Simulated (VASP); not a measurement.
Wanted: the native input for a VASP 6.6.1 run.

```
Task                   : single point
Functional             : LDA
Potentials or basis    : VASP PAW LDA potentials, release 64 (Ga_d)
Cutoff                 : 520 eV
k mesh                 : 16 × 16 × 14
Occupations            : fermi-dirac, width 0.15 eV
Spin                   : no spin polarisation
Dipole correction      : no
Further INCAR settings : ALGO = Fast; EDIFF = 1e-06; NBANDS = 20
```

The structure of Ga lies in POSCAR:

```
Ga
1.0
    1.3501914560     -3.9069783140      0.0000000000
    1.3501914560      3.9069783140      0.0000000000
    0.0000000000      0.0000000000      3.2869677089
Ga
2
Direct
    0.8663570316      0.1336429684      0.2500000000
    0.1336429684      0.8663570316      0.7500000000
```

The input as run:

INCAR

```
SYSTEM = Ga
PREC = Accurate
ENCUT = 520
EDIFF = 1E-6
ISMEAR = -1
SIGMA = 0.15
LREAL = .False.
LASPH = .True.
NELM = 100
ALGO = Fast
ISIF = 2
LWAVE = .False.
LCHARG = .False.
GGA = CA
NBANDS = 20
```

KPOINTS

```
Automatic mesh
0
Gamma
  16 16 14
  0 0 0
```

Potentials or basis: VASP PAW LDA potentials, release 64 (Ga_d).

Launch:

```bash
$ cat potpaw_LDA.64/Ga_d/POTCAR > POTCAR
$ mpirun -np 1 vasp_std > vasp.out
```

It gave:

```yaml
Pressure: 0.1 GPa
Band_gap_on_the_k_mesh: zero (band 13 reaches 10.18 eV, above the bottom of band 14 at 1.39 eV)
```

It took 4.6 min on 1 thread of Intel(R) Xeon(R) Platinum 8488C (Sapphire Rapids), with other jobs on the host, peak memory 0.4 GiB.
